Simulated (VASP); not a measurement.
F, 2 atoms in the cell. It takes space group Fd-3m (No. 227, cubic). The conventional cell has a = 3.976 Å, b = 3.976 Å, c = 3.976 Å, α = 90.00°, β = 90.00°, γ = 90.00°. F (site symmetry -43m) has 4 F at 1.72 Å within 2.3 Å. 

```yaml
Program: VASP 6.6.1
Task: relaxation of cell and atoms
Functional: LDA
Potentials_or_basis: VASP PAW LDA potentials, release 64 (F)
Cutoff: 600 eV
k_mesh: 15 × 15 × 15
Occupations: fermi-dirac, width 0.1 eV
Spin: no spin polarisation
Target_pressure: 93 GPa
Dipole_correction: no
Further_INCAR_settings: ALGO = Normal; EDIFF = 1e-06; IBRION = 2; EDIFFG = -0.005; NSW = 32; ISIF = 3
```

Potentials or basis: VASP PAW LDA potentials, release 64 (F).

Launch:

```bash
$ cat potpaw_LDA.64/F/POTCAR > POTCAR
$ mpirun -np 1 vasp_std > vasp.out
```

Hardware: 1 thread of Intel(R) Xeon(R) 6975P-C (Granite Rapids), on a shared host.

Task: How long does it take, and how much memory?

Result: It took 9.8 s on 1 thread of Intel(R) Xeon(R) 6975P-C (Granite Rapids), with other jobs on the host, peak memory 0.13 GiB. Counts: scf iterations 19, k points 120, ion steps 3.
